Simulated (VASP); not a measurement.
Crystal: AlN.

```
CELL_PARAMETERS angstrom
3.13019 0.00000 0.00000
-1.56510 2.71083 0.00000
0.00000 0.00000 5.01792
ATOMIC_POSITIONS crystal
Al 0.33333 0.66667 0.99673
Al 0.66667 0.33333 0.49673
N 0.33333 0.66667 0.37827
N 0.66667 0.33333 0.87827
```

```yaml
Program: VASP 6.6.1
Task: relaxation of cell and atoms
Functional: r2SCAN
Potentials_or_basis: VASP PAW PBE potentials, release 64 (Al, N)
Cutoff: 660 eV
k_mesh: 12 × 12 × 6
Occupations: fermi-dirac, width 0.02 eV
Spin: no spin polarisation
```

At the start: pressure -5.0 GPa; volume 10.64 Å³/atom.

Question: How do energy, volume and symmetry change on relaxing?

Answer: Over 7 steps the energy falls by 4.1 meV/atom and the volume is 10.39 Å³/atom (-2.4 %); space group P6_3mc (No. 186, to 0.1 Å) before and after.

The path:
```
step  energy change (eV)  largest force (eV/Å)  pressure (GPa)  volume (Å³)
   1              0.0000                0.0116           -4.99        42.58
   2              0.0000                0.0144            5.32        40.57
   3             -0.0163                0.0012           -0.08        41.56
   4             -0.0163                0.0014            0.03        41.54
   5             -0.0163                0.0070            0.03        41.54
   6             -0.0163                0.0067            0.03        41.54
   7             -0.0163                0.0003           -0.02        41.55
```

Final structure:
```xyz
4
Lattice="3.1051 0.0000 0.0000 -1.5526 2.6891 0.0000 0.0000 0.0000 4.9759" Properties=species:S:1:pos:R:3 pbc="T T T"
Al    0.0000    1.7927    4.9595
Al    1.5526    0.8964    2.4716
N     0.0000    1.7927    1.8823
N     1.5526    0.8964    4.3703
```

Caveat: the PAW data sets were made with another functional, which shifts forces and pressure a little.
